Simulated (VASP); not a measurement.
Crystal: SiO2.

```
Si O
1.0
     5.06109    0.00000    0.00000
    -2.53054    4.38303    0.00000
     0.00000    0.00000    5.54050
Si O
3 6
Direct
  0.00000 0.50000 0.66667
  0.50000 0.50000 0.33333
  0.50000 0.00000 0.00000
  0.79137 0.58274 0.50000
  0.20863 0.79137 0.83333
  0.58274 0.79137 0.16667
  0.20863 0.41726 0.50000
  0.79137 0.20863 0.83333
  0.41726 0.20863 0.16667
```

```yaml
Program: VASP 6.6.1
Task: relaxation of cell and atoms
Functional: PBE
Potentials_or_basis: VASP PAW PBE potentials, release 64 (Si, O)
Cutoff: 600 eV
k_mesh: 6 × 6 × 4
Occupations: gaussian, width 0.02 eV
Spin: no spin polarisation
```

At the start: pressure 4.8 GPa; volume 13.66 Å³/atom.

Problem. Where does the relaxation end?

Solution. Over 6 steps the energy falls by 5.4 meV/atom and the volume is 14.00 Å³/atom (+2.5 %); space group P6_222 (No. 180, to 0.1 Å) before and after.

The path:
```tsv
step	energy change (eV)	largest force (eV/Å)	pressure (GPa)	volume (Å³)
1	0.0000	0.2340	4.83	122.90
2	0.0396	0.3054	-5.83	130.38
3	-0.0489	0.0064	-0.03	126.02
4	-0.0489	0.0021	0.07	125.96
5	-0.0489	0.0005	0.06	125.97
6	-0.0489	0.0029	0.05	125.99
```

Final structure:
```yaml
crystal:
  lattice:
    - [5.10309, 0.00000, 0.00000]
    - [-2.55155, 4.41941, 0.00000]
    - [0.00000, 0.00000, 5.58651]
  atoms:
    - { symbol: Si, position: [0.00000, 0.50000, 0.66667] }
    - { symbol: Si, position: [0.50000, 0.50000, 0.33333] }
    - { symbol: Si, position: [0.50000, 0.00000, 0.00000] }
    - { symbol: O, position: [0.79185, 0.58369, 0.50000] }
    - { symbol: O, position: [0.20815, 0.79185, 0.83333] }
    - { symbol: O, position: [0.58369, 0.79185, 0.16667] }
    - { symbol: O, position: [0.20815, 0.41631, 0.50000] }
    - { symbol: O, position: [0.79185, 0.20815, 0.83333] }
    - { symbol: O, position: [0.41631, 0.20815, 0.16667] }
```
